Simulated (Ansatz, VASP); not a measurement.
# BAs in VASP and in Ansatz

```
B As
1.0
     3.20221    0.00000    0.00000
     0.00000    5.24225    0.00000
     0.00000    0.00000    7.40819
B As
2 2
Direct
  0.25000 0.50000 0.55693
  0.75000 0.50000 0.44307
  0.25000 0.50000 0.27120
  0.75000 0.50000 0.72880
```

Alike in both runs: functional PBE; k mesh 12 × 8 × 6; occupations gaussian, width 0.02 eV; no spin polarisation.

Ansatz relaxed the structure, and its values are those at the end. VASP's run is a single point on that final structure, the one shown.

|  | VASP | Ansatz |
| --- | --- | --- |
| version | VASP 6.6.1 | Ansatz 0.2.0 |
| potentials or method | VASP PAW PBE potentials, release 64 (B, As), cutoff 520 eV | scalar-relativistic, plane waves, PAW |
| valence electrons in the cell | 16 | 36 |

Ansatz gave:

* gap on the k mesh at the Fermi level (eV): 0.35
* least direct gap on the mesh (eV): 0.48
* pressure (GPa): 0.0
* rms of the force components (eV/Å): 0.002

Estimate VASP's values.

gap on the k mesh at the Fermi level (eV): 0.35; least direct gap on the mesh (eV): 0.48; pressure (GPa): 0.3; rms of the force components (eV/Å): 0.053.

With one functional, cell and mesh, what is left measures potentials, basis and numerics. VASP's potentials hold 16 valence electrons a cell and Ansatz's 36, so a difference there can come from the potentials and not from the codes.
